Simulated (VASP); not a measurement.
# AlAs (F-43m) in VASP: settings compared

AlAs is run at these levels: revPBE+D3(BJ), PBE, PBE+D4; tasks: single point, relaxation of cell and atoms.

Everything below comes from runs of VASP 6.6.1. Logs are shortened: lines on timing, memory, paths and dates and some standing lists are left out, and cuts for length are marked.

### 1 The cell of the first run

It takes space group F-43m (No. 216, cubic). Conventional cell: a = 5.635 Å, b = 5.635 Å, c = 5.635 Å, α = 90.00°, β = 90.00°, γ = 90.00°. Within 3.2 Å of Al (site symmetry -43m) lie 4 As at 2.44 Å. As (site symmetry -43m) has 4 Al at 2.44 Å within 3.2 Å.

### 2 Single point, revPBE+D3(BJ)

Contents of INCAR:

```
ALGO = Normal
EDIFF = 1E-6
ENCUT = 500
GGA = RE
GGA_COMPAT = F
ISIF = 2
ISMEAR = 0
IVDW = 12
LASPH = T
LCHARG = F
LREAL = F
LWAVE = F
NBANDS = 11
NELM = 120
PREC = Accurate
SIGMA = 0.01
```

Contents of KPOINTS:

```
k-points
0
Gamma
  6 6 6
```

Contents of POSCAR:

```
AlAs
1.0
    0.0000000000      2.8176709832      2.8176709832
    2.8176709832      0.0000000000      2.8176709832
    2.8176709832      2.8176709832      0.0000000000
Al As
1 1
Direct
    0.0000000000      0.0000000000      0.0000000000
    0.2500000000      0.2500000000      0.2500000000
```

Potentials or basis: VASP PAW PBE potentials, release 64 (Al, As).

Command:

```
> cat potpaw_PBE.64/Al/POTCAR potpaw_PBE.64/As/POTCAR > POTCAR
> mpirun -np 1 vasp_std > vasp.out
```

OUTCAR:

```text
EDIFF = 1E-6
   ENCUT = 500
   GGA = RE
   ISIF = 2
   ISMEAR = 0
   IVDW = 12
   LASPH = T
   LREAL = F
   NELM = 120
   PREC = Accurate
 IVDW          = 12

 ion  position               nearest neighbor table
   1  0.000  0.000  0.000-   2 2.44   2 2.44   2 2.44   2 2.44
   2  0.250  0.250  0.250-   1 2.44   1 2.44   1 2.44   1 2.44

  LATTYP: Found a face centered cubic cell.
 ALAT       =     5.6353419664

  Lattice vectors:

 A1 = (   0.0000000000,   2.8176709832,   2.8176709832)
 A2 = (   2.8176709832,   0.0000000000,   2.8176709832)
 A3 = (   2.8176709832,   2.8176709832,   0.0000000000)

Analysis of symmetry for initial positions (statically):
=====================================================================
 Subroutine PRICEL returns:
 Original cell was already a primitive cell.

 Routine SETGRP: Setting up the symmetry group for a
 face centered cubic supercell.

 Subroutine GETGRP returns: Found 24 space group operations
 (whereof 24 operations were pure point group operations)
 out of a pool of 48 trial point group operations.

The static configuration has the point symmetry T_d .

Analysis of symmetry for dynamics (positions and initial velocities):
=====================================================================
 Subroutine PRICEL returns:
 Original cell was already a primitive cell.

 Routine SETGRP: Setting up the symmetry group for a
 face centered cubic supercell.

 Subroutine GETGRP returns: Found 24 space group operations
 (whereof 24 operations were pure point group operations)
 out of a pool of 48 trial point group operations.

The dynamic configuration has the point symmetry T_d .

 Subroutine INISYM returns: Found 24 space group operations
 (whereof 24 operations are pure point group operations),
 and found     1 'primitive' translations

----------------------------------------------------------------------------------------

                                     Primitive cell

  volume of cell :      44.7405

  direct lattice vectors                    reciprocal lattice vectors
     0.000000000  2.817670983  2.817670983    -0.177451520  0.177451520  0.177451520
     2.817670983  0.000000000  2.817670983     0.177451520 -0.177451520  0.177451520
     2.817670983  2.817670983  0.000000000     0.177451520  0.177451520 -0.177451520

  length of vectors
     3.984788519  3.984788519  3.984788519     0.307355049  0.307355049  0.307355049

  position of ions in fractional coordinates (direct lattice)
     0.000000000  0.000000000  0.000000000
     0.250000000  0.250000000  0.250000000

  ion indices of the primitive-cell ions
   primitive index   ion index
                 1           1
                 2           2

----------------------------------------------------------------------------------------

 KPOINTS: k-points

Automatic generation of k-mesh.
 Grid dimensions read from file:
 generate k-points for:    6    6    6

 Generating k-lattice:

  Cartesian coordinates                     Fractional coordinates (reciprocal lattice)
    -0.029575253  0.029575253  0.029575253     0.166666667  0.000000000  0.000000000
     0.029575253 -0.029575253  0.029575253     0.000000000  0.166666667  0.000000000
     0.029575253  0.029575253 -0.029575253     0.000000000  0.000000000  0.166666667

  Length of vectors
     0.051225842  0.051225842  0.051225842

  Shift w.r.t. Gamma in fractional coordinates (k-lattice)
     0.000000000  0.000000000  0.000000000

 Subroutine IBZKPT returns following result:
 ===========================================

 Found     16 irreducible k-points:

 Following reciprocal coordinates:
            Coordinates               Weight
  0.000000  0.000000  0.000000      1.000000
  0.166667  0.000000  0.000000      8.000000
  0.333333  0.000000  0.000000      8.000000
  0.500000  0.000000  0.000000      4.000000
  0.166667  0.166667  0.000000      6.000000
  0.333333  0.166667  0.000000     24.000000
[... 8 lines left out ...]
 -0.333333  0.333333  0.166667     24.000000
 -0.333333  0.500000  0.166667     12.000000
   k-points           NKPTS =     16   k-points in BZ     NKDIM =     16   number of bands    NBANDS=     11
   number of dos      NEDOS =    301   number of ions     NIONS =      2
   total plane-waves  NPLWV =  27000
   dimension x,y,z NGX =    30 NGY =   30 NGZ =   30
   dimension x,y,z NGXF=    60 NGYF=   60 NGZF=   60
   ions per type =               1   1
   NGX,Y,Z   is equivalent  to a cutoff of  12.52, 12.52, 12.52 a.u.
   NGXF,Y,Z  is equivalent  to a cutoff of  25.03, 25.03, 25.03 a.u.
 SYSTEM =  unknown system
   PREC   = accura    normal or accurate (medium, high low for compatibility)
   ISTART =      0    job   : 0-new  1-cont  2-samecut
   ICHARG =      2    charge: 1-file 2-atom 10-const
   ISPIN  =      1    spin polarized calculation?
   LNONCOLLINEAR =      F non collinear calculations
   LSORBIT =      F    spin-orbit coupling
   LASPH  =      T    aspherical Exc in radial PAW
   ENCUT  =  500.0 eV  36.75 Ry    6.06 a.u.   7.27  7.27  7.27*2*pi/ulx,y,z
   NELM   =    120;   NELMIN=  2; NELMDL= -5     # of ELM steps
   EDIFF  = 0.1E-05   stopping-criterion for ELM
   LREAL  =      F    real-space projection
   EDIFFG = 0.1E-04   stopping-criterion for IOM
   NSW    =      0    number of steps for IOM
   IBRION =     -1    ionic relax: 0-MD 1-quasi-New 2-CG
   NFREE  =      0    steps in history (QN), initial steepest desc. (CG)
   ISIF   =      2    stress and relaxation
   ISYM   =      2    0-nonsym 1-usesym 2-fastsym
   POTIM  = 0.5000    time-step for ionic-motion
   TEBEG  =    0.0;   TEEND  =   0.0 temperature during run
   PSTRESS=    0.0 pullay stress
   NELECT =       8.0000    total number of electrons
   NUPDOWN=      -1.0000    fix difference up-down
   EMIN   =  10.00;   EMAX   =-10.00  energy-range for DOS
   EFERMI =   0.00;   METHOD = LEGACY
   ISMEAR =     0;   SIGMA  =   0.01  broadening in eV -4-tet -1-fermi 0-gaus
   EFERMI_NEDOS =   21; number of points for ismear=-14 and -15
   IALGO  =     38    algorithm
   IMIX   =      4    mixing-type and parameters
     AMIX     =   0.40;   BMIX     =  1.00
     AMIX_MAG =   1.60;   BMIX_MAG =  1.00
  volume/ion in A,a.u.               =      22.37       150.96
  Fermi-wavevector in a.u.,A,eV,Ry     =   0.922298  1.742890 11.573570  0.850633
  Thomas-Fermi vector in A             =   2.047809
   LORBIT       =      0    0 simple, 1 ext, 2 COOP (PROOUT), +10 PAW based schemes
   GGA     = RE    functional components
   LHFCALC =     F    Hartree Fock is set to
   AEXX    =    0.0000 exact exchange contribution
   IVDW    =    12    specifies the selected vdW correction
   LEPSILON=     F    determine dielectric tensor
   LRPA    =     F    only Hartree local field effects (RPA)
 non-spin polarized calculation
 Gauss-broadening in eV      SIGMA  =   0.01
  energy-cutoff  :      500.00
  volume of cell :       44.74
 maximum number of plane-waves:      1158
 NGX is ok and might be reduce to    30
   NGX = 15   NGY = 15   NGZ = 15

 number of electron       8.0000001 magnetization

 Free energy of the ion-electron system (eV)
  ---------------------------------------------------
  ext. energy  EPLUGINS =         0.00000000
  ---------------------------------------------------
  free energy    TOTEN  =        -8.85100659 eV

  energy without entropy =       -8.85100659  energy(sigma->0) =       -8.85100659

 E-fermi :   4.1238     XC(G=0):  -9.0062

 val. band max:        4.0738079516   @ k =   0.0000   0.0000   0.0000
 cond. band min:       5.5367720030   @ k =   0.5000   0.5000   0.0000
 fundamental gap:      1.4629640514
 Fermi energy:         4.1237629536

 k-point     1 :       0.0000    0.0000    0.0000
  band No.  band energies     occupation
      1      -7.8404      2.00000
      2       4.0738      2.00000
      3       4.0738      2.00000
      4       4.0738      2.00000
      5       6.3434      0.00000
      6       8.4049      0.00000
      7       8.4049      0.00000
      8       8.4049      0.00000
      9      13.0900      0.00000
     10      13.0900      0.00000
     11      13.1724      0.00000

 k-point     2 :       0.1667    0.0000    0.0000
  band No.  band energies     occupation
      1      -7.5673      2.00000
      2       1.9915      2.00000
      3       3.8081      2.00000
      4       3.8081      2.00000
      5       7.0434      0.00000
      6       8.8457      0.00000
      7       8.8457      0.00000
      8       9.3867      0.00000
      9      12.3202      0.00000
     10      12.3202      0.00000
     11      13.9901      0.00000

 k-point     3 :       0.3333    0.0000    0.0000
  band No.  band energies     occupation
      1      -6.8739      2.00000
      2      -0.4348      2.00000
      3       3.4037      2.00000
      4       3.4037      2.00000
      5       6.5674      0.00000
      6       8.9719      0.00000
      7       8.9719      0.00000
      8      11.7168      0.00000
      9      13.1589      0.00000
     10      13.1589      0.00000
     11      13.6185      0.00000

 k-point     4 :       0.5000    0.0000    0.0000
  band No.  band energies     occupation
      1      -6.3879      2.00000
      2      -1.5337      2.00000
      3       3.2406      2.00000
      4       3.2406      2.00000
      5       6.3401      0.00000
      6       8.7821      0.00000
      7       8.7821      0.00000
      8      11.9397      0.00000
      9      15.4986      0.00000
     10      15.7097      0.00000
     11      15.7097      0.00000
[... 127 lines left out ...]
 k-point    14 :       0.5000    0.3333    0.1667
  band No.  band energies     occupation
      1      -6.3354      2.00000
      2      -0.5731      2.00000
      3       1.3269      2.00000
      4       2.4089      2.00000
      5       7.7916      0.00000
      6       8.7181      0.00000
      7       9.2978      0.00000
      8      12.0955      0.00000
      9      13.4476      0.00000
     10      14.8897      0.00000
     11      17.2344      0.00000

 k-point    15 :      -0.3333    0.3333    0.1667
  band No.  band energies     occupation
      1      -5.9638      2.00000
      2      -1.0698      2.00000
      3       0.8723      2.00000
      4       2.0240      2.00000
      5       8.0592      0.00000
      6       8.7423      0.00000
      7      10.8888      0.00000
      8      11.5665      0.00000
      9      12.5234      0.00000
     10      15.6759      0.00000
     11      16.9755      0.00000

 k-point    16 :      -0.3333    0.5000    0.1667
  band No.  band energies     occupation
      1      -5.7981      2.00000
      2      -1.1379      2.00000
      3       1.1057      2.00000
      4       1.3547      2.00000
      5       7.2868      0.00000
      6       8.2603      0.00000
      7      11.2966      0.00000
      8      12.0062      0.00000
      9      14.8094      0.00000
     10      16.4882      0.00000
     11      16.7817      0.00000

------------------------ aborting loop because EDIFF is reached ----------------------------------------

 Edisp (eV)   -1.24211

 E8    (eV) :    -0.8719

  FORCE on cell =-STRESS in cart. coord.  units (eV):
  Direction    XX          YY          ZZ          XY          YZ          ZX
  --------------------------------------------------------------------------------------
  -------------------------------------------------------------------------------------
  Total       0.03591     0.03591     0.03591     0.00000     0.00000    -0.00000
  in kB       1.28588     1.28588     1.28588     0.00000     0.00000    -0.00000
  external pressure =        1.29 kB  Pullay stress =        0.00 kB

 VOLUME and BASIS-vectors are now :
 -----------------------------------------------------------------------------
  energy-cutoff  :      500.00
  volume of cell :       44.74
      direct lattice vectors                 reciprocal lattice vectors
     0.000000000  2.817670983  2.817670983    -0.177451520  0.177451520  0.177451520
     2.817670983  0.000000000  2.817670983     0.177451520 -0.177451520  0.177451520
     2.817670983  2.817670983  0.000000000     0.177451520  0.177451520 -0.177451520

 POSITION                                       TOTAL-FORCE (eV/Angst)
 -----------------------------------------------------------------------------------
      0.00000      0.00000      0.00000        -0.000000     -0.000000     -0.000000
      1.40884      1.40884      1.40884         0.000000      0.000000      0.000000
 -----------------------------------------------------------------------------------
    total drift:                                0.000000      0.000000      0.000000

  FREE ENERGIE OF THE ION-ELECTRON SYSTEM (eV)
  ---------------------------------------------------
  free  energy   TOTEN  =       -10.0931177458 eV

  energy  without entropy=      -10.0931177458  energy(sigma->0) =      -10.09311775
```

Run time: 5.7 s. Hardware: 1 thread of Intel Xeon 6975P-C (Granite Rapids), shared host; peak memory 0.17 GiB.

Results:

```yaml
Free_energy: -10.0931 eV
Pressure: 0.1 GPa
Band_gap_on_the_k_mesh: 1.46 eV, indirect (least direct gap 2.27 eV)
Dispersion_energy_per_atom: -0.621 eV
```

Caveat: the PAW data sets were made with another functional, which shifts forces and pressure a little.

### 3 Single point, PBE

This run uses another cell than the first one, of 23.49 Å³/atom, 1.050 times its volume.

Contents of INCAR:

```
PREC     = Accurate       # precision mode
ENCUT    = 500            # plane-wave cutoff, eV
EDIFF    = 1E-6           # SCF threshold, eV
ISMEAR   = 0              # smearing method
SIGMA    = 0.01           # smearing width, eV
LREAL    = False          # projectors in reciprocal space
LASPH    = True           # aspherical terms in the spheres
NELM     = 120            # most SCF steps
ALGO     = Normal         # electronic algorithm
ISIF     = 2              # what is computed and relaxed
LWAVE    = False          # write WAVECAR
LCHARG   = True           # write CHGCAR
GGA      = PE             # functional
LELF     = True           # ELF
LVHAR    = True         
NBANDS   = 11             # bands
GGA_COMPAT= False
```

Contents of KPOINTS:

```
regular mesh
0
Gamma
  6 6 6
```

Contents of POSCAR:

```
AlAs
1.0
    0.0000000000      2.8640420018      2.8640420018
    2.8640420018      0.0000000000      2.8640420018
    2.8640420018      2.8640420018      0.0000000000
Al As
1 1
Direct
    0.0000000000      0.0000000000      0.0000000000
    0.2500000000      0.2500000000      0.2500000000
```

Potentials or basis: VASP PAW PBE potentials, release 64 (Al, As).

Command:

```
> cat potpaw_PBE.64/Al/POTCAR potpaw_PBE.64/As/POTCAR > POTCAR
> mpirun -np 1 vasp_std > vasp.out
```

Run time: 6.3 s. Hardware: 1 thread of Intel Xeon 6975P-C (Granite Rapids), shared host; peak memory 0.16 GiB.

The run converged. Its results:

| Property | Result |
| --- | --- |
| Free energy | -9.3777 eV |
| Pressure | 0.2 GPa |
| Band gap on the k mesh | 1.49 eV, indirect (least direct gap 1.78 eV) |

Levels at points of the mesh, in eV from the valence-band top:
```
           k point  band 1  band 2  band 3  band 4  band 5  band 6  band 7  band 8  band 9
(0.00, 0.00, 0.00)  -11.67    0.00    0.00    0.00    1.78    4.22    4.22    4.22    8.68
(0.50, 0.00, 0.00)  -10.33   -5.42   -0.80   -0.80    2.01    4.65    4.65    7.68   10.91
(0.50, 0.50, 0.00)   -9.81   -5.31   -2.10   -2.10    1.49    2.29   10.06   10.06   11.39
```

A k mesh can miss the band edges. Expect the measured gap to be larger: semilocal functionals such as PBE lack the derivative discontinuity.

### 4 Single point, PBE+D4

This run uses another cell than the first one, of 22.71 Å³/atom, 1.015 times its volume.

Contents of INCAR:

```
SYSTEM = AlAs
PREC = Accurate
ENCUT = 500
EDIFF = 1E-6
ISMEAR = 0
SIGMA = 0.01
LREAL = .False.
LASPH = .True.
NELM = 120
ALGO = Normal
ISIF = 2
LWAVE = .False.
LCHARG = .False.
GGA = PE
IVDW = 13
NBANDS = 11
GGA_COMPAT = .False.
```

Contents of KPOINTS:

```
regular mesh
0
Gamma
  6 6 6
  0 0 0
```

Contents of POSCAR:

```
AlAs
1.0
    0.0000000000      2.8319327702      2.8319327702
    2.8319327702      0.0000000000      2.8319327702
    2.8319327702      2.8319327702      0.0000000000
Al As
1 1
Direct
    0.0000000000      0.0000000000      0.0000000000
    0.2500000000      0.2500000000      0.2500000000
```

Command:

```
> cat potpaw_PBE.64/Al/POTCAR potpaw_PBE.64/As/POTCAR > POTCAR
> mpirun -np 1 vasp_std > vasp.out
```

Run time: 5.8 s. Hardware: 1 thread of Intel Xeon 6975P-C (Granite Rapids), shared host; peak memory 0.15 GiB.

The run converged. Its results:

```
Free energy                : -10.0368 eV
Pressure                   : 0.2 GPa
Band gap on the k mesh     : 1.43 eV, indirect (least direct gap 2.05 eV)
Dispersion energy per atom : -0.336 eV
```

Levels at points of the mesh, in eV from the valence-band top:
| k point | band 1 | band 2 | band 3 | band 4 | band 5 | band 6 | band 7 | band 8 |
| --- | --- | --- | --- | --- | --- | --- | --- | --- |
| (0.00, 0.00, 0.00) | -11.86 | 0.00 | 0.00 | 0.00 | 2.05 | 4.28 | 4.28 | 4.28 |
| (0.50, 0.00, 0.00) | -10.44 | -5.57 | -0.82 | -0.82 | 2.14 | 4.68 | 4.68 | 7.75 |
| (0.50, 0.50, 0.00) | -9.89 | -5.43 | -2.17 | -2.17 | 1.43 | 2.29 | 10.32 | 10.32 |

### 5 Relaxation of cell and atoms, revPBE+D3(BJ)

This run uses another cell than the first one, of 22.67 Å³/atom, 1.014 times its volume.

Contents of INCAR:

```
SYSTEM = AlAs
  PREC = Accurate
  ENCUT = 500
  EDIFF = 1E-7
  ISMEAR = 0
  SIGMA = 0.01
  LREAL = .False.
  LASPH = .True.
  NELM = 120
  ALGO = Normal
  ISIF = 3
  LWAVE = .False.
  LCHARG = .False.
  GGA = RE
  IVDW = 12
  IBRION = 2
  NSW = 50
  EDIFFG = -0.01
  GGA_COMPAT = .False.
  NELMIN = 4
```

Contents of KPOINTS:

```
Automatic mesh
0
Gamma
  6 6 6
  0 0 0
```

Contents of POSCAR:

```
AlAs
1.0
    0.0000000000      2.8304000000      2.8304000000
    2.8304000000      0.0000000000      2.8304000000
    2.8304000000      2.8304000000      0.0000000000
Al As
1 1
Direct
    0.0000000000      0.0000000000      0.0000000000
    0.2500000000      0.2500000000      0.2500000000
```

Command:

```
> cat potpaw_PBE.64/Al/POTCAR potpaw_PBE.64/As/POTCAR > POTCAR
> mpirun -np 1 vasp_std > vasp.out
```

Wall time 12 s (1 thread of Intel Xeon 6975P-C (Granite Rapids), shared host); peak memory 0.17 GiB.

The run converged. Its results:

```
Free energy                            : -10.0932 eV
Relaxed volume                         : 22.40 Å³/atom
Relaxed cell                           : a = 3.987 Å, b = 3.987 Å, c = 3.987 Å, α = 60.00°, β = 60.00°, γ = 60.00°
Space group after relaxing (to 0.05 Å) : F-43m (No. 216)
Energy gained by relaxing              : 0.8 meV/atom
Ionic steps                            : 3
Pressure after relaxing                : 0.0 GPa
Band gap on the k mesh                 : 1.47 eV, indirect (least direct gap 2.26 eV)
Dispersion energy per atom             : -0.620 eV
```

The path:
| step | energy change (eV) | largest force (eV/Å) | pressure (GPa) | volume (Å³) |
| --- | --- | --- | --- | --- |
| 1 | 0.0000 | 0.0000 | -0.90 | 45.35 |
| 2 | -0.0011 | 0.0000 | 0.50 | 44.52 |
| 3 | -0.0015 | 0.0000 | 0.01 | 44.80 |

Final structure:
```
Al As
1.0
     0.00000    2.81901    2.81901
     2.81901    0.00000    2.81901
     2.81901    2.81901    0.00000
Al As
1 1
Direct
  0.00000 0.00000 0.00000
  0.25000 0.25000 0.25000
```

Levels at points of the mesh, in eV from the valence-band top:
```
           k point  band 1  band 2  band 3  band 4  band 5  band 6  band 7  band 8
(0.00, 0.00, 0.00)  -11.91    0.00    0.00    0.00    2.26    4.33    4.33    4.33
(0.50, 0.00, 0.00)  -10.46   -5.60   -0.83   -0.83    2.26    4.71    4.71    7.86
(0.50, 0.50, 0.00)   -9.89   -5.45   -2.20   -2.20    1.47    2.35   10.48   10.48
```

Caveat: the PAW data sets were made with another functional, which shifts forces and pressure a little.

### 6 Summary

```csv
task,level,cell,gap on the mesh (eV),pressure (GPa)
single point,revPBE+D3(BJ),"a = 3.985 Å, angles 60.0°, 2 atoms",1.46,0.1
single point,PBE,"a = 4.050 Å, angles 60.0°, 2 atoms",1.49,0.2
single point,PBE+D4,"a = 4.005 Å, angles 60.0°, 2 atoms",1.43,0.2
relaxation of cell and atoms,revPBE+D3(BJ),"relaxed from a = 4.003 Å, angles 60.0°, 2 atoms",1.47,0.0
```

Alike in all rows: potentials or basis VASP PAW PBE potentials, release 64 (Al, As); no spin polarisation; k mesh 6 × 6 × 6; cutoff (eV) 500; smearing gaussian 0.01 eV.

Caveats: the PAW data sets were made with another functional, which shifts forces and pressure a little (some runs).

Absolute energies hang on the potentials; compare differences alone.
